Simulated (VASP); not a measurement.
# Sr2GePd2 (I4/mmm) in VASP: a series of runs

Sr2GePd2 is run at these levels: PBE; tasks: single point.

All numbers are computed with VASP 6.6.1; they aren't measurements. Logs are shortened: lines on timing, memory, paths and dates and some standing lists are left out, and cuts for length are marked.

### 1 The cell of the first run

Symmetry: I4/mmm, No. 139, tetragonal system. Conventional cell: a = 4.366 Å, b = 4.366 Å, c = 11.455 Å, α = 90.00°, β = 90.00°, γ = 90.00°. Within 3.4 Å of Sr (site symmetry -4m2) lie 4 Pd at 2.60 Å and 4 Sr at 3.09 Å. Ge (site symmetry 4/mmm) has 10 Pd at 3.41 to 4.28 Å and 8 Sr at 3.60 Å and 4 Ge at 4.37 Å within 4.5 Å. Pd (site symmetry 4mm) has 4 Sr at 2.60 Å and 1 Pd at 2.89 Å within 3.4 Å.

### 2 Single point, PBE

File INCAR:

```
ALGO     = Fast           # electronic algorithm
EDIFF    = 1E-7           # SCF threshold, eV
ENCUT    = 520            # plane-wave cutoff, eV
GGA      = PE             # functional
ISIF     = 2              # what is computed and relaxed
ISMEAR   = 0              # smearing method
LASPH    = True           # aspherical terms in the spheres
LCHARG   = False          # write CHGCAR
LREAL    = False          # projectors in reciprocal space
LWAVE    = False          # write WAVECAR
NBANDS   = 35             # bands
NELM     = 60             # most SCF steps
PREC     = Accurate       # precision mode
SIGMA    = 0.1            # smearing width, eV
```

File KPOINTS:

```
k-points
0
Gamma
  6 6 6
```

File POSCAR:

```
Sr2GePd2
1.0
   -2.1828742721      2.1828742721      5.7273433873
    2.1828742721     -2.1828742721      5.7273433873
    2.1828742721      2.1828742721     -5.7273433873
Sr Ge Pd
2 1 2
Direct
    0.2500000000      0.7500000000      0.5000000000
    0.7500000000      0.2500000000      0.5000000000
    0.0000000000      0.0000000000      0.0000000000
    0.6260000000      0.6260000000      0.0000000000
    0.3740000000      0.3740000000      0.0000000000
```

Potentials or basis: VASP PAW PBE potentials, release 64 (Sr_sv, Ge_d, Pd).

Run with:

```
> cat potpaw_PBE.64/Sr_sv/POTCAR potpaw_PBE.64/Ge_d/POTCAR potpaw_PBE.64/Pd/POTCAR > POTCAR
> mpirun -np 1 vasp_std > vasp.out
```

OUTCAR:

```text
EDIFF = 1E-7
   ENCUT = 520
   GGA = PE
   ISIF = 2
   ISMEAR = 0
   LASPH = True
   LREAL = False
   NELM = 60
   PREC = Accurate

 ion  position               nearest neighbor table
   1  0.250  0.750  0.500-   5 2.60   4 2.60   5 2.60   4 2.60   2 3.09   2 3.09   2 3.09   2 3.09
                             3 3.60   3 3.60   3 3.60   3 3.60
   2  0.750  0.250  0.500-   5 2.60   4 2.60   5 2.60   4 2.60   1 3.09   1 3.09   1 3.09   1 3.09
                             3 3.60   3 3.60   3 3.60   3 3.60
   3  0.000  0.000  0.000-   1 3.60   2 3.60   1 3.60   2 3.60   2 3.60   1 3.60   2 3.60   1 3.60

   4  0.626  0.626  0.000-   1 2.60   2 2.60   1 2.60   2 2.60   5 2.89
   5  0.374  0.374  0.000-   1 2.60   2 2.60   1 2.60   2 2.60   4 2.89

  LATTYP: Found a body centered tetragonal cell.
 ALAT       =     4.3657485442
 C/A-ratio  =     2.6237623763

  Lattice vectors:

 A1 = (  -2.1828742721,   2.1828742721,   5.7273433873)
 A2 = (   2.1828742721,  -2.1828742721,   5.7273433873)
 A3 = (   2.1828742721,   2.1828742721,  -5.7273433873)

Analysis of symmetry for initial positions (statically):
=====================================================================
 Subroutine PRICEL returns:
 Original cell was already a primitive cell.

 Routine SETGRP: Setting up the symmetry group for a
 body centered tetragonal supercell.

 Subroutine GETGRP returns: Found 16 space group operations
 (whereof 16 operations were pure point group operations)
 out of a pool of 16 trial point group operations.

The static configuration has the point symmetry D_4h.

Analysis of symmetry for dynamics (positions and initial velocities):
=====================================================================
 Subroutine PRICEL returns:
 Original cell was already a primitive cell.

 Routine SETGRP: Setting up the symmetry group for a
 body centered tetragonal supercell.

 Subroutine GETGRP returns: Found 16 space group operations
 (whereof 16 operations were pure point group operations)
 out of a pool of 16 trial point group operations.

The dynamic configuration has the point symmetry D_4h.

 Subroutine INISYM returns: Found 16 space group operations
 (whereof 16 operations are pure point group operations),
 and found     1 'primitive' translations

----------------------------------------------------------------------------------------

                                     Primitive cell

  volume of cell :     109.1618

  direct lattice vectors                    reciprocal lattice vectors
    -2.182874272  2.182874272  5.727343387     0.000000000  0.229055794  0.087300510
     2.182874272 -2.182874272  5.727343387     0.229055794  0.000000000  0.087300510
     2.182874272  2.182874272 -5.727343387     0.229055794  0.229055794  0.000000000

  length of vectors
     6.506330952  6.506330952  6.506330952     0.245128407  0.245128407  0.323933811

  position of ions in fractional coordinates (direct lattice)
     0.250000000  0.750000000  0.500000000
     0.750000000  0.250000000  0.500000000
     0.000000000  0.000000000  0.000000000
     0.626000000  0.626000000  0.000000000
     0.374000000  0.374000000  0.000000000

  ion indices of the primitive-cell ions
   primitive index   ion index
                 1           1
                 2           2
                 3           3
                 4           4
                 5           5

----------------------------------------------------------------------------------------

 KPOINTS: k-points

Automatic generation of k-mesh.
 Grid dimensions read from file:
 generate k-points for:    6    6    6

 Generating k-lattice:

  Cartesian coordinates                     Fractional coordinates (reciprocal lattice)
     0.000000000  0.038175966  0.014550085     0.166666667 -0.000000000  0.000000000
     0.038175966  0.000000000  0.014550085    -0.000000000  0.166666667  0.000000000
     0.038175966  0.038175966  0.000000000     0.000000000  0.000000000  0.166666667

  Length of vectors
     0.040854735  0.040854735  0.053988968

  Shift w.r.t. Gamma in fractional coordinates (k-lattice)
     0.000000000  0.000000000  0.000000000

 Subroutine IBZKPT returns following result:
 ===========================================

 Found     30 irreducible k-points:

 Following reciprocal coordinates:
            Coordinates               Weight
  0.000000  0.000000  0.000000      1.000000
  0.166667  0.000000  0.000000      8.000000
  0.333333  0.000000 -0.000000      8.000000
  0.500000  0.000000 -0.000000      4.000000
  0.166667  0.166667 -0.000000      8.000000
  0.333333  0.166667 -0.000000     16.000000
[... 16 lines left out ...]
 -0.333333 -0.333333  0.166667      8.000000
 -0.166667 -0.333333  0.166667      8.000000
 [... further k-points ...]
   k-points           NKPTS =     30   k-points in BZ     NKDIM =     30   number of bands    NBANDS=     35
   number of dos      NEDOS =    301   number of ions     NIONS =      5
   total plane-waves  NPLWV = 110592
   dimension x,y,z NGX =    48 NGY =   48 NGZ =   48
   dimension x,y,z NGXF=    96 NGYF=   96 NGZF=   96
   ions per type =               2   1   2
   NGX,Y,Z   is equivalent  to a cutoff of  12.26, 12.26, 12.26 a.u.
   NGXF,Y,Z  is equivalent  to a cutoff of  24.53, 24.53, 24.53 a.u.
 SYSTEM =  unknown system
   PREC   = accura    normal or accurate (medium, high low for compatibility)
   ISTART =      0    job   : 0-new  1-cont  2-samecut
   ICHARG =      2    charge: 1-file 2-atom 10-const
   ISPIN  =      1    spin polarized calculation?
   LNONCOLLINEAR =      F non collinear calculations
   LSORBIT =      F    spin-orbit coupling
   LASPH  =      T    aspherical Exc in radial PAW
   ENCUT  =  520.0 eV  38.22 Ry    6.18 a.u.  12.10 12.10 12.10*2*pi/ulx,y,z
   NELM   =     60;   NELMIN=  2; NELMDL= -5     # of ELM steps
   EDIFF  = 0.1E-06   stopping-criterion for ELM
   LREAL  =      F    real-space projection
   EDIFFG = 0.1E-05   stopping-criterion for IOM
   NSW    =      0    number of steps for IOM
   IBRION =     -1    ionic relax: 0-MD 1-quasi-New 2-CG
   NFREE  =      0    steps in history (QN), initial steepest desc. (CG)
   ISIF   =      2    stress and relaxation
   ISYM   =      2    0-nonsym 1-usesym 2-fastsym
   POTIM  = 0.5000    time-step for ionic-motion
   TEBEG  =    0.0;   TEEND  =   0.0 temperature during run
   PSTRESS=    0.0 pullay stress
   NELECT =      54.0000    total number of electrons
   NUPDOWN=      -1.0000    fix difference up-down
   EMIN   =  10.00;   EMAX   =-10.00  energy-range for DOS
   EFERMI =   0.00;   METHOD = LEGACY
   ISMEAR =     0;   SIGMA  =   0.10  broadening in eV -4-tet -1-fermi 0-gaus
   EFERMI_NEDOS =   21; number of points for ismear=-14 and -15
   IALGO  =     68    algorithm
   IMIX   =      4    mixing-type and parameters
     AMIX     =   0.40;   BMIX     =  1.00
     AMIX_MAG =   1.60;   BMIX_MAG =  1.00
  volume/ion in A,a.u.               =      21.83       147.33
  Fermi-wavevector in a.u.,A,eV,Ry     =   1.294740  2.446704 22.808146  1.676351
  Thomas-Fermi vector in A             =   2.426304
   LORBIT       =      0    0 simple, 1 ext, 2 COOP (PROOUT), +10 PAW based schemes
   GGA     = PE    functional components
   LHFCALC =     F    Hartree Fock is set to
   AEXX    =    0.0000 exact exchange contribution
   IVDW    =     0    specifies the selected vdW correction
   LEPSILON=     F    determine dielectric tensor
   LRPA    =     F    only Hartree local field effects (RPA)
 non-spin polarized calculation
 RMM-DIIS sequential band-by-band and
 Gauss-broadening in eV      SIGMA  =   0.10
  energy-cutoff  :      520.00
  volume of cell :      109.16
 maximum number of plane-waves:      2964
   NGX = 25   NGY = 25   NGZ = 25

 number of electron      54.0000001 magnetization

 Free energy of the ion-electron system (eV)
  ---------------------------------------------------
  ext. energy  EPLUGINS =         0.00000000
  ---------------------------------------------------
  free energy    TOTEN  =       -14.74339616 eV

  energy without entropy =      -14.71795781  energy(sigma->0) =      -14.73067698

 E-fermi :   5.6412     XC(G=0): -10.6482

 val. band max:        5.6406508299   @ k =  -0.3333   0.1667   0.0000
 cond. band min:       5.6894391500   @ k =   0.3333   0.1667  -0.0000
 fundamental gap:      0.0487883202
 Fermi energy:         5.6412281434

 k-point     1 :       0.0000    0.0000    0.0000
  band No.  band energies     occupation
      1     -29.5779      2.00000
      2     -29.1200      2.00000
      3     -18.8975      2.00000
      4     -18.8943      2.00000
      5     -18.8290      2.00000
      6     -18.8290      2.00000
[... 27 lines left out ...]
     34      11.4859      0.00000
     35      11.6758      0.00000

 k-point     2 :       0.1667    0.0000    0.0000
  band No.  band energies     occupation
      1     -29.5470      2.00000
      2     -29.1504      2.00000
      3     -18.8972      2.00000
      4     -18.8944      2.00000
      5     -18.8291      2.00000
      6     -18.8290      2.00000
[... 27 lines left out ...]
     34      10.5602      0.00000
     35      11.6213      0.00000

 k-point     3 :       0.3333    0.0000   -0.0000
  band No.  band energies     occupation
      1     -29.4628      2.00000
      2     -29.2337      2.00000
      3     -18.8965      2.00000
      4     -18.8946      2.00000
      5     -18.8294      2.00000
      6     -18.8290      2.00000
[... 27 lines left out ...]
     34      10.0942      0.00000
     35      10.4444      0.00000
[... 723 lines left out ...]
 k-point    23 :      -0.3333   -0.3333    0.1667
  band No.  band energies     occupation
      1     -29.5196      2.00000
      2     -29.1762      2.00000
      3     -18.8968      2.00000
      4     -18.8945      2.00000
      5     -18.8291      2.00000
      6     -18.8291      2.00000
[... 27 lines left out ...]
     34      10.0216      0.00000
     35      10.5896      0.00000

 k-point    24 :      -0.1667   -0.3333    0.1667
  band No.  band energies     occupation
      1     -29.5469      2.00000
      2     -29.1504      2.00000
      3     -18.8972      2.00000
      4     -18.8944      2.00000
      5     -18.8291      2.00000
      6     -18.8289      2.00000
[... 27 lines left out ...]
     34      10.4424      0.00000
     35      11.4605      0.00000

 [... further k-points ...]

------------------------ aborting loop because EDIFF is reached ----------------------------------------

  FORCE on cell =-STRESS in cart. coord.  units (eV):
  Direction    XX          YY          ZZ          XY          YZ          ZX
  --------------------------------------------------------------------------------------
  -------------------------------------------------------------------------------------
  Total       16.8060826     16.8060826      5.2570656      0.0000000      0.0000000      0.0000000
  in kB      246.6643680    246.6643680     77.1584186      0.0000000      0.0000000      0.0000000
  external PRESSURE =     190.1623848 kB  Pullay stress =       0.0000000 kB

 VOLUME and BASIS-vectors are now :
 -----------------------------------------------------------------------------
  energy-cutoff  :      520.00
  volume of cell :      109.16
      direct lattice vectors                 reciprocal lattice vectors
    -2.182874272  2.182874272  5.727343387     0.000000000  0.229055794  0.087300510
     2.182874272 -2.182874272  5.727343387     0.229055794  0.000000000  0.087300510
     2.182874272  2.182874272 -5.727343387     0.229055794  0.229055794  0.000000000

 POSITION                                       TOTAL-FORCE (eV/Angst)
 -----------------------------------------------------------------------------------
      2.18287     -0.00000      2.86367         0.000000      0.000000     -0.000000
     -0.00000      2.18287      2.86367         0.000000      0.000000     -0.000000
      0.00000      0.00000      0.00000         0.000000      0.000000     -0.000000
      0.00000      0.00000      7.17063         0.000000      0.000000     -4.275733
      0.00000      0.00000      4.28405        -0.000000     -0.000000      4.275733
 -----------------------------------------------------------------------------------
    total drift:                                0.000000     -0.000000      0.000000

  FREE ENERGIE OF THE ION-ELECTRON SYSTEM (eV)
  ---------------------------------------------------
  free  energy   TOTEN  =       -14.7433961617 eV

  energy  without entropy=      -14.7179578076  energy(sigma->0) =      -14.73067698
```

It took 27 min on 1 thread of AMD EPYC 7R43 (Zen 3), shared host; peak memory 0.37 GiB.

Results:

```yaml
Free_energy: -14.7434 eV
Pressure: 19.0 GPa
Largest_force: 4.276 eV/Å
Band_gap_on_the_k_mesh: zero (band 27 reaches 6.50 eV, above the bottom of band 28 at 5.19 eV)
```

Forces on the atoms (eV/Å):
```
Sr   0.000  0.000  0.000
Sr   0.000  0.000  0.000
Ge   0.000  0.000  0.000
Pd   0.000  0.000 -4.276
Pd   0.000  0.000  4.276
```

Levels at points of the mesh, in eV from the Fermi level:
```tsv
k point	band 25	band 26	band 27	band 28	band 29	band 30
(0.00, 0.00, 0.00)	-1.69	-1.04	-0.45	-0.45	-0.12	0.54
(0.50, 0.00, 0.00)	-2.66	-1.24	-0.29	1.36	1.71	2.85
(0.50, 0.50, 0.00)	-1.96	-1.32	-0.64	0.07	1.07	1.09
(0.50, 0.50, 0.50)	-2.80	-0.99	0.86	0.86	1.58	1.72
```

Caveat: forces of over 1 eV/Å act on the atoms, so gaps and moduli don't describe the material at rest.

(Continued in part 2 of 2.)
